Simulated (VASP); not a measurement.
Input of a VASP 6.6.1 run:

Contents of POSCAR:

```
Pd
1.0
   -1.5722810000      1.5722810000      1.5722810000
    1.5722810000     -1.5722810000      1.5722810000
    1.5722810000      1.5722810000     -1.5722810000
Pd
1
Direct
    0.0000000000      0.0000000000      0.0000000000
```

The input INCAR.step1:

```
SYSTEM = Pd
PREC = Accurate
ENCUT = 520
EDIFF = 1E-5
ISMEAR = -1
SIGMA = 0.05
LREAL = .FALSE.
LASPH = .TRUE.
NELM = 80
ALGO = Normal
ISIF = 2
LWAVE = .TRUE.
LCHARG = .FALSE.
NBANDS = 11
GGA = PE
```

File INCAR.step2:

```
SYSTEM = Pd
PREC = Accurate
ENCUT = 520
EDIFF = 1E-6
ISMEAR = -1
SIGMA = 0.05
LREAL = .FALSE.
LASPH = .TRUE.
NELM = 80
ALGO = Normal
ISIF = 2
LWAVE = .FALSE.
LCHARG = .FALSE.
METAGGA = R2SCAN
LHFCALC = .TRUE.
AEXX = 0.1
LMIXTAU = .TRUE.
PRECFOCK = Normal
NBANDS = 11
ISTART = 1
```

KPOINTS

```
regular mesh
0
G
  6 6 6
  0 0 0
```

Potentials or basis: VASP PAW PBE potentials, release 64 (Pd).

Command:

```console
$ cat potpaw_PBE.64/Pd/POTCAR > POTCAR
$ cp INCAR.step1 INCAR
$ mpirun -np 1 vasp_std > vasp.out
$ cp INCAR.step2 INCAR
$ mpirun -np 1 vasp_std > vasp.out
```

(1) Estimate the pressure.

(2) Predict the band gap on the k mesh.

## Answers

(1) -7.1 GPa.

(2) zero (bands 5 and 6 overlap by 2.08 eV).

Caveat: the k points lie up to 0.47 Å⁻¹ apart, too coarse for converged energies and pressures of a metal; the PAW data sets were made with another functional, which shifts forces and pressure a little.
